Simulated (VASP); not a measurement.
Write the native input for VASP 6.6.1 that does the following.

```yaml
Task: single point
Functional: PBE
Potentials_or_basis: VASP PAW PBE potentials, release 64 (Na_pv, Cl)
Cutoff: 500 eV
k_mesh: 6 × 6 × 4
Occupations: gaussian, width 0.1 eV
Spin: no spin polarisation
Dipole_correction: no
Further_INCAR_settings: ALGO = Normal; EDIFF = 1e-06; NBANDS = 22
```

The structure of NaCl lies in POSCAR:

```
NaCl
1.0
    3.8949183859      0.0000000000      0.0000000000
    0.0000000000      3.8949183859      0.0000000000
    0.0000000000      0.0000000000      5.8506896145
Na Cl
2 2
Direct
    0.0000000000      0.0000000000      0.0000000000
    0.5000000000      0.5000000000      0.5000000000
    0.5000000000      0.5000000000      0.0000000000
    0.0000000000      0.0000000000      0.5000000000
```

One way to write it, as run:

INCAR

```
PREC = Accurate
ENCUT = 500
EDIFF = 1E-6
ISMEAR = 0
SIGMA = 0.1
LREAL = F
LASPH = T
NELM = 120
ALGO = Normal
ISIF = 2
LWAVE = F
LCHARG = T
GGA = PE
LELF = T
LVHAR = T
NBANDS = 22
GGA_COMPAT = F
```

KPOINTS

```
regular mesh
0
Gamma
  6 6 4
```

Potentials or basis: VASP PAW PBE potentials, release 64 (Na_pv, Cl).

The run is started by

```console
$ cat potpaw_PBE.64/Na_pv/POTCAR potpaw_PBE.64/Cl/POTCAR > POTCAR
$ mpirun -np 1 vasp_std > vasp.out
```

Results of the run:

- Pressure: 1.2 GPa
- Band gap on the k mesh: 5.13 eV

It took 31 s on 1 thread of Intel(R) Xeon(R) Platinum 8375C CPU @ 2.90GHz (Ice Lake), on a shared host, peak memory 0.19 GiB.
